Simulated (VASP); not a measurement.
# TlBr (Pm-3m) in VASP: single point with PBE+D3(BJ)

Aim: the single point of TlBr with PBE+D3(BJ).

Everything below comes from runs of VASP 6.6.1. Logs are shortened: lines on timing, memory, paths and dates and some standing lists are left out, and cuts for length are marked.

## (1) The cell of the first run

Symmetry: Pm-3m, No. 221, cubic system. Conventional cell: a = 3.940 Å, b = 3.940 Å, c = 3.940 Å, α = 90.00°, β = 90.00°, γ = 90.00°. Tl (site symmetry m-3m) has 8 Br at 3.41 Å and 6 Tl at 3.94 Å within 4.5 Å. Br (site symmetry m-3m) has 8 Tl at 3.41 Å and 6 Br at 3.94 Å within 4.5 Å.

## (2) Single point, PBE+D3(BJ) (30.58 Å³/atom)

File INCAR:

```
ALGO     = Normal         # electronic algorithm
EDIFF    = 1E-7           # SCF threshold, eV
ENCUT    = 520            # plane-wave cutoff, eV
GGA      = PE             # functional
ISIF     = 2              # what is computed and relaxed
ISMEAR   = 0              # smearing method
IVDW     = 12             # dispersion correction
LASPH    = T              # aspherical terms in the spheres
LCHARG   = F              # write CHGCAR
LREAL    = F              # projectors in reciprocal space
LWAVE    = F              # write WAVECAR
NBANDS   = 17             # bands
NELM     = 100            # most SCF steps
PREC     = Accurate       # precision mode
SIGMA    = 0.02           # smearing width, eV
```

File KPOINTS:

```
k-points
0
Gamma
  8 8 8
```

File POSCAR:

```
TlBr
1.0
    3.9397952310      0.0000000000      0.0000000000
    0.0000000000      3.9397952310      0.0000000000
    0.0000000000      0.0000000000      3.9397952310
Tl Br
1 1
Direct
    0.0000000000      0.0000000000      0.0000000000
    0.5000000000      0.5000000000      0.5000000000
```

Potentials or basis: VASP PAW PBE potentials, release 64 (Tl_d, Br).

On the command line:

```sh
> cat potpaw_PBE.64/Tl_d/POTCAR potpaw_PBE.64/Br/POTCAR > POTCAR
> mpirun -np 1 vasp_std > vasp.out
```

OUTCAR:

```text
EDIFF = 1E-7
   ENCUT = 520
   GGA = PE
   ISIF = 2
   ISMEAR = 0
   IVDW = 12
   LASPH = T
   LREAL = F
   NELM = 100
   PREC = Accurate
 IVDW          = 12

 ion  position               nearest neighbor table
   1  0.000  0.000  0.000-   2 3.41   2 3.41   2 3.41   2 3.41   2 3.41   2 3.41   2 3.41   2 3.41

   2  0.500  0.500  0.500-   1 3.41   1 3.41   1 3.41   1 3.41   1 3.41   1 3.41   1 3.41   1 3.41

  LATTYP: Found a simple cubic cell.
 ALAT       =     3.9397952310

  Lattice vectors:

 A1 = (   3.9397952310,   0.0000000000,   0.0000000000)
 A2 = (   0.0000000000,   3.9397952310,   0.0000000000)
 A3 = (   0.0000000000,   0.0000000000,   3.9397952310)

Analysis of symmetry for initial positions (statically):
=====================================================================
 Subroutine PRICEL returns:
 Original cell was already a primitive cell.

 Routine SETGRP: Setting up the symmetry group for a
 simple cubic supercell.

 Subroutine GETGRP returns: Found 48 space group operations
 (whereof 48 operations were pure point group operations)
 out of a pool of 48 trial point group operations.

The static configuration has the point symmetry O_h .

Analysis of symmetry for dynamics (positions and initial velocities):
=====================================================================
 Subroutine PRICEL returns:
 Original cell was already a primitive cell.

 Routine SETGRP: Setting up the symmetry group for a
 simple cubic supercell.

 Subroutine GETGRP returns: Found 48 space group operations
 (whereof 48 operations were pure point group operations)
 out of a pool of 48 trial point group operations.

The dynamic configuration has the point symmetry O_h .

 Subroutine INISYM returns: Found 48 space group operations
 (whereof 48 operations are pure point group operations),
 and found     1 'primitive' translations

----------------------------------------------------------------------------------------

                                     Primitive cell

  volume of cell :      61.1534

  direct lattice vectors                    reciprocal lattice vectors
     3.939795231  0.000000000  0.000000000     0.253820298  0.000000000  0.000000000
     0.000000000  3.939795231  0.000000000     0.000000000  0.253820298  0.000000000
     0.000000000  0.000000000  3.939795231     0.000000000  0.000000000  0.253820298

  length of vectors
     3.939795231  3.939795231  3.939795231     0.253820298  0.253820298  0.253820298

  position of ions in fractional coordinates (direct lattice)
     0.000000000  0.000000000  0.000000000
     0.500000000  0.500000000  0.500000000

  ion indices of the primitive-cell ions
   primitive index   ion index
                 1           1
                 2           2

----------------------------------------------------------------------------------------

 KPOINTS: k-points

Automatic generation of k-mesh.
 Grid dimensions read from file:
 generate k-points for:    8    8    8

 Generating k-lattice:

  Cartesian coordinates                     Fractional coordinates (reciprocal lattice)
     0.031727537  0.000000000  0.000000000     0.125000000  0.000000000  0.000000000
     0.000000000  0.031727537  0.000000000     0.000000000  0.125000000  0.000000000
     0.000000000  0.000000000  0.031727537     0.000000000  0.000000000  0.125000000

  Length of vectors
     0.031727537  0.031727537  0.031727537

  Shift w.r.t. Gamma in fractional coordinates (k-lattice)
     0.000000000  0.000000000  0.000000000

 Subroutine IBZKPT returns following result:
 ===========================================

 Found     35 irreducible k-points:

 Following reciprocal coordinates:
            Coordinates               Weight
  0.000000  0.000000  0.000000      1.000000
  0.125000  0.000000  0.000000      6.000000
  0.250000  0.000000  0.000000      6.000000
  0.375000  0.000000  0.000000      6.000000
  0.500000  0.000000  0.000000      3.000000
  0.125000  0.125000  0.000000     12.000000
[... 16 lines left out ...]
  0.375000  0.375000  0.125000     24.000000
  0.500000  0.375000  0.125000     24.000000
 [... further k-points ...]
   k-points           NKPTS =     35   k-points in BZ     NKDIM =     35   number of bands    NBANDS=     17
   number of dos      NEDOS =    301   number of ions     NIONS =      2
   total plane-waves  NPLWV =  27000
   dimension x,y,z NGX =    30 NGY =   30 NGZ =   30
   dimension x,y,z NGXF=    60 NGYF=   60 NGZF=   60
   ions per type =               1   1
   NGX,Y,Z   is equivalent  to a cutoff of  12.66, 12.66, 12.66 a.u.
   NGXF,Y,Z  is equivalent  to a cutoff of  25.32, 25.32, 25.32 a.u.
 SYSTEM =  unknown system
   PREC   = accura    normal or accurate (medium, high low for compatibility)
   ISTART =      0    job   : 0-new  1-cont  2-samecut
   ICHARG =      2    charge: 1-file 2-atom 10-const
   ISPIN  =      1    spin polarized calculation?
   LNONCOLLINEAR =      F non collinear calculations
   LSORBIT =      F    spin-orbit coupling
   LASPH  =      T    aspherical Exc in radial PAW
   ENCUT  =  520.0 eV  38.22 Ry    6.18 a.u.   7.33  7.33  7.33*2*pi/ulx,y,z
   NELM   =    100;   NELMIN=  2; NELMDL= -5     # of ELM steps
   EDIFF  = 0.1E-06   stopping-criterion for ELM
   LREAL  =      F    real-space projection
   EDIFFG = 0.1E-05   stopping-criterion for IOM
   NSW    =      0    number of steps for IOM
   IBRION =     -1    ionic relax: 0-MD 1-quasi-New 2-CG
   NFREE  =      0    steps in history (QN), initial steepest desc. (CG)
   ISIF   =      2    stress and relaxation
   ISYM   =      2    0-nonsym 1-usesym 2-fastsym
   POTIM  = 0.5000    time-step for ionic-motion
   TEBEG  =    0.0;   TEEND  =   0.0 temperature during run
   PSTRESS=    0.0 pullay stress
   NELECT =      20.0000    total number of electrons
   NUPDOWN=      -1.0000    fix difference up-down
   EMIN   =  10.00;   EMAX   =-10.00  energy-range for DOS
   EFERMI =   0.00;   METHOD = LEGACY
   ISMEAR =     0;   SIGMA  =   0.02  broadening in eV -4-tet -1-fermi 0-gaus
   EFERMI_NEDOS =   21; number of points for ismear=-14 and -15
   IALGO  =     38    algorithm
   IMIX   =      4    mixing-type and parameters
     AMIX     =   0.40;   BMIX     =  1.00
     AMIX_MAG =   1.60;   BMIX_MAG =  1.00
  volume/ion in A,a.u.               =      30.58       206.34
  Fermi-wavevector in a.u.,A,eV,Ry     =   1.127919  2.131458 17.309344  1.272201
  Thomas-Fermi vector in A             =   2.264607
   LORBIT       =      0    0 simple, 1 ext, 2 COOP (PROOUT), +10 PAW based schemes
   GGA     = PE    functional components
   LHFCALC =     F    Hartree Fock is set to
   AEXX    =    0.0000 exact exchange contribution
   IVDW    =    12    specifies the selected vdW correction
   LEPSILON=     F    determine dielectric tensor
   LRPA    =     F    only Hartree local field effects (RPA)
 non-spin polarized calculation
 Gauss-broadening in eV      SIGMA  =   0.02
  energy-cutoff  :      520.00
  volume of cell :       61.15
 maximum number of plane-waves:      1671
 NGX is ok and might be reduce to    30
   NGX = 15   NGY = 15   NGZ = 15

 number of electron      20.0000000 magnetization

 Free energy of the ion-electron system (eV)
  ---------------------------------------------------
  ext. energy  EPLUGINS =         0.00000000
  ---------------------------------------------------
  free energy    TOTEN  =        -5.51321694 eV

  energy without entropy =       -5.51321694  energy(sigma->0) =       -5.51321694

 E-fermi :   2.8954     XC(G=0):  -9.1150

 val. band max:        2.7203187632   @ k =   0.5000   0.0000   0.0000
 cond. band min:       4.4981475593   @ k =   0.5000   0.0000   0.0000
 fundamental gap:      1.7778287961
 Fermi energy:         2.8954127174

 k-point     1 :       0.0000    0.0000    0.0000
  band No.  band energies     occupation
      1     -11.2049      2.00000
      2      -7.4535      2.00000
      3      -7.4535      2.00000
      4      -7.2604      2.00000
      5      -7.2604      2.00000
      6      -7.2604      2.00000
[... 9 lines left out ...]
     16      14.1594      0.00000
     17      16.1999      0.00000

 k-point     2 :       0.1250    0.0000    0.0000
  band No.  band energies     occupation
      1     -11.1688      2.00000
      2      -7.4518      2.00000
      3      -7.4324      2.00000
      4      -7.2705      2.00000
      5      -7.2705      2.00000
      6      -7.2596      2.00000
[... 9 lines left out ...]
     16      15.0479      0.00000
     17      15.9421      0.00000

 k-point     3 :       0.2500    0.0000    0.0000
  band No.  band energies     occupation
      1     -11.0786      2.00000
      2      -7.4476      2.00000
      3      -7.3827      2.00000
      4      -7.2946      2.00000
      5      -7.2946      2.00000
      6      -7.2574      2.00000
[... 9 lines left out ...]
     16      14.8219      0.00000
     17      16.0084      0.00000

 k-point     4 :       0.3750    0.0000    0.0000
  band No.  band energies     occupation
      1     -10.9838      2.00000
      2      -7.4435      2.00000
      3      -7.3352      2.00000
      4      -7.3183      2.00000
      5      -7.3183      2.00000
      6      -7.2553      2.00000
[... 9 lines left out ...]
     16      14.3474      0.00000
     17      16.2437      0.00000

 k-point     5 :       0.5000    0.0000    0.0000
  band No.  band energies     occupation
      1     -10.9430      2.00000
      2      -7.4417      2.00000
      3      -7.3281      2.00000
      4      -7.3281      2.00000
      5      -7.3164      2.00000
      6      -7.2544      2.00000
[... 9 lines left out ...]
     16      16.1349      0.00000
     17      16.2517      0.00000

 k-point     6 :       0.1250    0.1250    0.0000
  band No.  band energies     occupation
      1     -11.1350      2.00000
      2      -7.4407      2.00000
      3      -7.4203      2.00000
      4      -7.2783      2.00000
      5      -7.2712      2.00000
      6      -7.2675      2.00000
[... 9 lines left out ...]
     16      14.5601      0.00000
     17      15.1828      0.00000

 k-point     7 :       0.2500    0.1250    0.0000
  band No.  band energies     occupation
      1     -11.0510      2.00000
      2      -7.4331      2.00000
      3      -7.3728      2.00000
      4      -7.2964      2.00000
      5      -7.2929      2.00000
      6      -7.2662      2.00000
[... 9 lines left out ...]
     16      14.3113      0.00000
     17      14.8557      0.00000

 k-point     8 :       0.3750    0.1250    0.0000
  band No.  band energies     occupation
      1     -10.9630      2.00000
      2      -7.4283      2.00000
      3      -7.3249      2.00000
      4      -7.3158      2.00000
      5      -7.3128      2.00000
      6      -7.2635      2.00000
[... 9 lines left out ...]
     16      14.6874      0.00000
     17      15.0456      0.00000
[... 203 lines left out ...]
      1     -10.9061      2.00000
      2      -7.4086      2.00000
      3      -7.3400      2.00000
      4      -7.3006      2.00000
      5      -7.2963      2.00000
      6      -7.2709      2.00000
[... 9 lines left out ...]
     16      14.5263      0.00000
     17      14.5898      0.00000

 k-point    20 :       0.2500    0.2500    0.1250
  band No.  band energies     occupation
      1     -10.9573      2.00000
      2      -7.3883      2.00000
      3      -7.3347      2.00000
      4      -7.3146      2.00000
      5      -7.2964      2.00000
      6      -7.2787      2.00000
[... 9 lines left out ...]
     16      14.4367      0.00000
     17      15.1817      0.00000

 k-point    21 :       0.3750    0.2500    0.1250
  band No.  band energies     occupation
      1     -10.8884      2.00000
      2      -7.3783      2.00000
      3      -7.3339      2.00000
      4      -7.3009      2.00000
      5      -7.2835      2.00000
      6      -7.2800      2.00000
[... 9 lines left out ...]
     16      14.0238      0.00000
     17      15.1769      0.00000

 k-point    22 :       0.5000    0.2500    0.1250
  band No.  band energies     occupation
      1     -10.8592      2.00000
      2      -7.3751      2.00000
      3      -7.3438      2.00000
      4      -7.2946      2.00000
      5      -7.2841      2.00000
      6      -7.2638      2.00000
[... 9 lines left out ...]
     16      13.6334      0.00000
     17      15.9092      0.00000

 k-point    23 :       0.3750    0.3750    0.1250
  band No.  band energies     occupation
      1     -10.8343      2.00000
      2      -7.3601      2.00000
      3      -7.3300      2.00000
      4      -7.3166      2.00000
      5      -7.2775      2.00000
      6      -7.2419      2.00000
[... 9 lines left out ...]
     16      13.6656      0.00000
     17      15.1687      0.00000

 k-point    24 :       0.5000    0.3750    0.1250
  band No.  band energies     occupation
      1     -10.8116      2.00000
      2      -7.3545      2.00000
      3      -7.3335      2.00000
      4      -7.3154      2.00000
      5      -7.2794      2.00000
      6      -7.2217      2.00000
[... 9 lines left out ...]
     16      13.6514      0.00000
     17      15.5074      0.00000

 [... further k-points ...]

------------------------ aborting loop because EDIFF is reached ----------------------------------------

 Edisp (eV)   -0.56385

 E8    (eV) :    -0.2645

  FORCE on cell =-STRESS in cart. coord.  units (eV):
  Direction    XX          YY          ZZ          XY          YZ          ZX
  --------------------------------------------------------------------------------------
  -------------------------------------------------------------------------------------
  Total       0.23546     0.23546     0.23546     0.00000     0.00000     0.00000
  in kB       6.16901     6.16901     6.16901     0.00000     0.00000     0.00000
  external pressure =        6.17 kB  Pullay stress =        0.00 kB

 VOLUME and BASIS-vectors are now :
 -----------------------------------------------------------------------------
  energy-cutoff  :      520.00
  volume of cell :       61.15
      direct lattice vectors                 reciprocal lattice vectors
     3.939795231  0.000000000  0.000000000     0.253820298  0.000000000  0.000000000
     0.000000000  3.939795231  0.000000000     0.000000000  0.253820298  0.000000000
     0.000000000  0.000000000  3.939795231     0.000000000  0.000000000  0.253820298

 POSITION                                       TOTAL-FORCE (eV/Angst)
 -----------------------------------------------------------------------------------
      0.00000      0.00000      0.00000         0.000000      0.000000      0.000000
      1.96990      1.96990      1.96990         0.000000      0.000000      0.000000
 -----------------------------------------------------------------------------------
    total drift:                                0.000000     -0.000000     -0.000000

  FREE ENERGIE OF THE ION-ELECTRON SYSTEM (eV)
  ---------------------------------------------------
  free  energy   TOTEN  =        -6.0770644422 eV

  energy  without entropy=       -6.0770644422  energy(sigma->0) =       -6.07706444
```

Run time: 16 s. Hardware: 1 thread of AMD EPYC 9R45 (Zen 5), shared host; peak memory 0.16 GiB.

Results:

```
Free energy                : -6.0771 eV
Pressure                   : 0.6 GPa
Band gap on the k mesh     : 1.78 eV
Dispersion energy per atom : -0.282 eV
```

Levels at points of the mesh, in eV from the valence-band top:
| k point | band 8 | band 9 | band 10 | band 11 | band 12 | band 13 |
| --- | --- | --- | --- | --- | --- | --- |
| (0.00, 0.00, 0.00) | -1.44 | -1.44 | -1.44 | 6.92 | 6.92 | 7.33 |
| (0.50, 0.00, 0.00) | -0.91 | -0.91 | 0.00 | 1.78 | 5.75 | 5.75 |
| (0.50, 0.50, 0.00) | -3.15 | -3.15 | -0.83 | 4.90 | 4.90 | 7.48 |
| (0.50, 0.50, 0.50) | -2.08 | -2.08 | -2.08 | 2.01 | 2.01 | 2.01 |

Caveat: spin-orbit coupling is left out, which moves the levels of the heavy elements.
